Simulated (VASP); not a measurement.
Input of a VASP 6.6.1 run:

Contents of POSCAR:

```
LaB6
1.0
    4.1526080000      0.0000000000      0.0000000000
    0.0000000000      4.1526080000      0.0000000000
    0.0000000000      0.0000000000      4.1526080000
La B
1 6
Direct
    0.0000000000      0.0000000000      0.0000000000
    0.8001220000      0.5000000000      0.5000000000
    0.1998780000      0.5000000000      0.5000000000
    0.5000000000      0.5000000000      0.8001220000
    0.5000000000      0.5000000000      0.1998780000
    0.5000000000      0.1998780000      0.5000000000
    0.5000000000      0.8001220000      0.5000000000
```

INCAR.step1

```
SYSTEM = LaB6
  PREC = Accurate
  ENCUT = 600
  ISMEAR = 0
  SIGMA = 0.1
  LREAL = .FALSE.
  LASPH = .TRUE.
  NELM = 100
  GGA = PE
  ALGO = Normal
  EDIFF = 1E-4
  LWAVE = .TRUE.
  LCHARG = .FALSE.
```

The input INCAR.step2:

```
SYSTEM = LaB6
  PREC = Accurate
  ENCUT = 600
  EDIFF = 1E-6
  ISMEAR = 0
  SIGMA = 0.1
  LREAL = .FALSE.
  LASPH = .TRUE.
  NELM = 100
  ALGO = Normal
  ISIF = 3
  LWAVE = .FALSE.
  LCHARG = .FALSE.
  METAGGA = R2SCAN
  LMIXTAU = .TRUE.
  IBRION = 2
  NSW = 70
  EDIFFG = -0.02
  ISTART = 1
```

The input KPOINTS:

```
regular mesh
0
G
  10 10 10
  0 0 0
```

Potentials or basis: VASP PAW PBE potentials, release 64 (La, B).

The run is started by

```console
$ cat potpaw_PBE.64/La/POTCAR potpaw_PBE.64/B/POTCAR > POTCAR
$ cp INCAR.step1 INCAR
$ mpirun -np 1 vasp_std > vasp.out
$ cp INCAR.step2 INCAR
$ mpirun -np 1 vasp_std > vasp.out
```

(1) Estimate the band gap on the k mesh.

Answers

(1) zero (an odd number of electrons rules out a gap without spin polarisation).

Caveat: the relaxation stopped at its first step, so nothing moved; spin-orbit coupling is left out, which moves the levels of the heavy elements.
